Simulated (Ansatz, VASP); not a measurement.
One calculation of Ge, two programs

File INCAR:

```
ALGO = Normal ; EDIFF = 1E-6
ENCUT = 520 ; GGA = PS
ISIF = 2 ; ISMEAR = 0
LASPH = T ; LCHARG = T
LELF = T ; LREAL = F
LVHAR = T ; LWAVE = F
NBANDS = 21 ; NELM = 100
PREC = Accurate ; SIGMA = 0.15
```

Contents of KPOINTS:

```
k-points
0
Gamma
  20 20 20
```

Contents of POSCAR:

```
Ge
1.0
   -2.4958980000      2.6508630000      1.4369470000
    2.4958980000     -2.6508630000      1.4369470000
    2.4958980000      2.6508630000     -1.4369470000
Ge
2
Direct
    0.2903309837      1.0403309837      0.2500000000
    0.8140570000      0.0640570000      0.7500000000
```

Input for Ansatz:

```yaml
crystal:
  lattice:
    - [-2.495898, 2.650863, 1.436947]
    - [2.495898, -2.650863, 1.436947]
    - [2.495898, 2.650863, -1.436947]
  atoms:
    - { symbol: Ge, position: [0.2903309837, 1.0403309837, 0.25] }
    - { symbol: Ge, position: [0.814057, 0.064057, 0.75] }
basis:
  ecutwfc: 420
kpoints:
  mp_grid: { grid: [20, 20, 20] }
hamiltonian:
  xc: pbesol
scf:
  occupations: { method: gaussian, width: 0.15 }
output:
  forces: true
  stress: true
  eigenvalues: true
```

Alike in both runs: task single point; functional PBEsol; k mesh 20 × 20 × 20; occupations gaussian, width 0.15 eV; no spin polarisation.

|  | VASP | Ansatz |
| --- | --- | --- |
| version | VASP 6.6.1 | Ansatz 0.2.0 |
| potentials or method | VASP PAW PBE potentials, release 64 (Ge_d), cutoff 520 eV | scalar-relativistic, plane waves, PAW |
| valence electrons in the cell | 28 | 28 |

|  | VASP | Ansatz | Ansatz less VASP |
| --- | --- | --- | --- |
| gap on the k mesh at the Fermi level (eV) | none | none | - |
| pressure (GPa) | -2.5 | -2.4 | +0.11 |
| traceless stress, the component that is largest in VASP (GPa) | 1.08 | 1.12 | +0.039 |
| rms of the force components (eV/Å) | 0.012 | 0.012 | 0.0000 |

VASP's potentials were made for PBE, not for PBEsol. Atom by atom the forces differ by 0.000 eV/Å (rms over components). A gap of «none» marks a metal or a gap that the smearing closes. With one functional, cell and mesh, what is left measures potentials, basis and numerics.
